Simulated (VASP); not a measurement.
A run of VASP 6.6.1:

File INCAR:

```
SYSTEM = SiC
PREC = Accurate ; ENCUT = 600
EDIFF = 1E-6 ; ISMEAR = 0
SIGMA = 0.1 ; LREAL = .False.
LASPH = .True. ; NELM = 100
ALGO = Normal ; ISIF = 3
LWAVE = .False. ; LCHARG = .False.
GGA = PE ; IBRION = 2
NSW = 90 ; EDIFFG = -0.04
```

File KPOINTS:

```
regular mesh
0
Gamma
  4 4 4
  0 0 0
```

POSCAR

```
SiC
1.0
   -2.9793960200      2.9793960200      2.9793960200
    2.9793960200     -2.9793960200      2.9793960200
    2.9793960200      2.9793960200     -2.9793960200
Si C
6 6
Direct
    0.1250000000      0.7500000000      0.8750000000
    0.6250000000      0.3750000000      0.2500000000
    0.7500000000      0.8750000000      0.1250000000
    0.8750000000      0.1250000000      0.7500000000
    0.3750000000      0.2500000000      0.6250000000
    0.2500000000      0.6250000000      0.3750000000
    0.7500000000      0.3750000000      0.6250000000
    0.1250000000      0.8750000000      0.2500000000
    0.2500000000      0.1250000000      0.8750000000
    0.3750000000      0.6250000000      0.7500000000
    0.8750000000      0.2500000000      0.1250000000
    0.6250000000      0.7500000000      0.3750000000
```

Potentials or basis: VASP PAW PBE potentials, release 64 (Si, C).

Command:

```sh
$ cat potpaw_PBE.64/Si/POTCAR potpaw_PBE.64/C/POTCAR > POTCAR
$ mpirun -np 1 vasp_std > vasp.out
```

Hardware: 1 thread of Intel(R) Xeon(R) 6975P-C (Granite Rapids), on a shared host.

**Question.** How long does it take, and how much memory?

**Answer.** Wall time 86 s on 1 thread of Intel(R) Xeon(R) 6975P-C (Granite Rapids), with other jobs on the host, peak memory 0.26 GiB. Counts: scf iterations 39, k points 8, ion steps 4.
